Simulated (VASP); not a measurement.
Set up this calculation in VASP 6.6.1, as the native input.

- Task: single point
- Functional: PBE
- Potentials or basis: VASP PAW PBE potentials, release 64 (Ru_pv)
- Cutoff: 500 eV
- k mesh: 24 × 24 × 12
- Occupations: gaussian, width 0.15 eV
- Spin: no spin polarisation
- Dipole correction: no
- Further INCAR settings: ALGO = Normal; EDIFF = 1e-06; NBANDS = 21

The structure of Ru lies in POSCAR:

```
Ru
1.0
    2.7869733142      0.0000000000      0.0000000000
   -1.3934866571      2.4135896898      0.0000000000
    0.0000000000      0.0000000000      4.1534430000
Ru
2
Direct
    0.3333333333      0.6666666667      0.2500000000
    0.6666666667      0.3333333333      0.7500000000
```

This cell differs from its parent crystal: strain +0.030 along x and y, -0.030 along z.

These files were run (other wordings do the same):

INCAR

```
SYSTEM = Ru
ALGO     = Normal         ! electronic algorithm
EDIFF    = 1E-6           ! SCF threshold, eV
ENCUT    = 500            ! plane-wave cutoff, eV
GGA      = PE             ! functional
GGA_COMPAT= .False.      
ISIF     = 2              ! what is computed and relaxed
ISMEAR   = 0              ! smearing method
LASPH    = .True.         ! aspherical terms in the spheres
LCHARG   = .False.        ! write CHGCAR
LREAL    = .False.        ! projectors in reciprocal space
LWAVE    = .False.        ! write WAVECAR
NBANDS   = 21             ! bands
NELM     = 120            ! most SCF steps
PREC     = Accurate       ! precision mode
SIGMA    = 0.15           ! smearing width, eV
```

KPOINTS

```
k-points
0
Gamma
  24 24 12
  0 0 0
```

Potentials or basis: VASP PAW PBE potentials, release 64 (Ru_pv).

Run with:

```console
$ cat potpaw_PBE.64/Ru_pv/POTCAR > POTCAR
$ mpirun -np 1 vasp_std > vasp.out
```

It gave:

```
Pressure               : -2.6 GPa
Band gap on the k mesh : zero (bands 14 and 15 overlap by 3.05 eV)
```

Caveat: the cell differs from its parent crystal (strain +0.030 along x and y, -0.030 along z).

Wall time 4.3 min on 1 thread of Intel Xeon 8259CL, with other jobs on the host, peak memory 0.28 GiB.
